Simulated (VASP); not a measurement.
Ta5Si:

```
Ta Si
1.0
     4.72727    0.00000    0.00000
    -2.36364    4.09394    0.00000
     0.00000    0.00000    5.50350
Ta Si
5 1
Cartesian
  0.0000 2.7293 1.4157
  0.0000 2.7293 4.0877
  2.3636 1.3646 4.0877
  2.3636 1.3646 1.4157
  0.0000 0.0000 2.7517
  0.0000 0.0000 0.0000
```

The cell was built from a structure type or drawn by symmetry, and may not be a known phase.

* Program: VASP 6.6.1
* Task: relaxation of cell and atoms
* Functional: PBE
* Potentials or basis: VASP PAW PBE potentials, release 64 (Ta_pv, Si)
* Cutoff: 600 eV
* k mesh: 6 × 6 × 4
* Occupations: gaussian, width 0.1 eV
* Spin: no spin polarisation

At the start: pressure -0.6 GPa; volume 17.75 Å³/atom.

**Question.** Where does the relaxation end?

**Answer.** Over 5 steps the energy falls by 3.6 meV/atom and the volume is 17.70 Å³/atom (-0.3 %); space group P6/mmm (No. 191, to 0.1 Å) before and after.

The path:
| step | energy change (eV) | largest force (eV/Å) | pressure (GPa) | volume (Å³) |
| --- | --- | --- | --- | --- |
| 1 | 0.0000 | 0.0415 | -0.58 | 106.51 |
| 2 | 0.0009 | 0.1387 | 1.39 | 105.49 |
| 3 | -0.0210 | 0.0894 | 0.32 | 106.01 |
| 4 | -0.0209 | 0.0506 | -0.56 | 106.47 |
| 5 | -0.0215 | 0.0219 | -0.11 | 106.23 |

Final structure:
```yaml
crystal:
  lattice:
    - [4.74840, 0.00000, 0.00000]
    - [-2.37420, 4.11224, 0.00000]
    - [0.00000, 0.00000, 5.44021]
  atoms:
    - { symbol: Ta, position: [0.33333, 0.66667, 0.25672] }
    - { symbol: Ta, position: [0.33333, 0.66667, 0.74328] }
    - { symbol: Ta, position: [0.66667, 0.33333, 0.74328] }
    - { symbol: Ta, position: [0.66667, 0.33333, 0.25672] }
    - { symbol: Ta, position: [0.00000, 0.00000, 0.50000] }
    - { symbol: Si, position: [0.00000, 0.00000, 0.00000] }
```
